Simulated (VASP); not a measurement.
Crystal: LiMgBN2.

```
CELL_PARAMETERS angstrom
-1.90966 1.90966 4.44352
1.90966 -1.90966 4.44352
1.90966 1.90966 -4.44352
ATOMIC_POSITIONS crystal
Li 0.25000 0.75000 0.50000
Mg 0.75000 0.25000 0.50000
B 0.50000 0.50000 0.00000
N 0.65126 0.65126 0.00000
N 0.34874 0.34874 0.00000
```

| Property | Result |
| --- | --- |
| Program | VASP 6.6.1 |
| Task | relaxation of cell and atoms |
| Functional | PBEsol |
| Potentials or basis | VASP PAW PBE potentials, release 64 (Li_sv, Mg, B, N) |
| Cutoff | 600 eV |
| k mesh | 10 × 10 × 10 |
| Occupations | gaussian, width 0.02 eV |
| Spin | no spin polarisation |

At the start: pressure -2.0 GPa; volume 12.96 Å³/atom.

**Question.** Where does the relaxation end?

**Answer.** Over 16 steps the energy falls by 2.6 meV/atom and the volume is 12.60 Å³/atom (-2.8 %); space group I-4m2 (No. 119, to 0.1 Å) before and after.

The path:
```csv
step,energy change (eV),largest force (eV/Å),pressure (GPa),volume (Å³)
1,0.0000,0.1356,-2.00,64.82
2,-0.0125,0.0141,-0.36,63.31
3,-0.0128,0.0419,-0.04,63.05
4,-0.0128,0.0383,-0.10,63.09
5,-0.0127,0.0901,0.15,63.03
6,-0.0128,0.0036,-0.01,63.07
7,-0.0129,0.0045,-0.01,63.04
8,-0.0130,0.0057,0.09,62.95
9,-0.0130,0.0049,0.09,62.97
10,-0.0129,0.0505,-0.12,63.05
11,-0.0130,0.0093,0.01,62.99
12,-0.0130,0.0085,0.02,62.99
13,-0.0130,0.0089,0.02,62.99
14,-0.0130,0.0093,0.02,62.99
15,-0.0130,0.0120,0.01,63.03
16,-0.0130,0.0033,0.01,63.01
```

Final structure:
```cif
data_structure
_symmetry_space_group_name_H-M 'P 1'
_symmetry_Int_Tables_number 1
_cell_length_a 5.1667
_cell_length_b 5.1667
_cell_length_c 5.1667
_cell_angle_alpha 137.158
_cell_angle_beta 137.158
_cell_angle_gamma 62.195
_cell_volume 63.01
loop_
_atom_site_label
_atom_site_type_symbol
_atom_site_fract_x
_atom_site_fract_y
_atom_site_fract_z
_atom_site_occupancy
Li1 Li 0.25000 0.75000 0.50000 1
Mg1 Mg 0.75000 0.25000 0.50000 1
B1 B 0.50000 0.50000 0.00000 1
N1 N 0.65173 0.65173 0.00000 1
N2 N 0.34827 0.34827 0.00000 1
```

Caveat: the cutoff is under 1.25 times the usual one of these potentials, so pressure, stress and relaxed cells hold a basis-set (Pulay) error; the PAW data sets were made with another functional, which shifts forces and pressure a little.
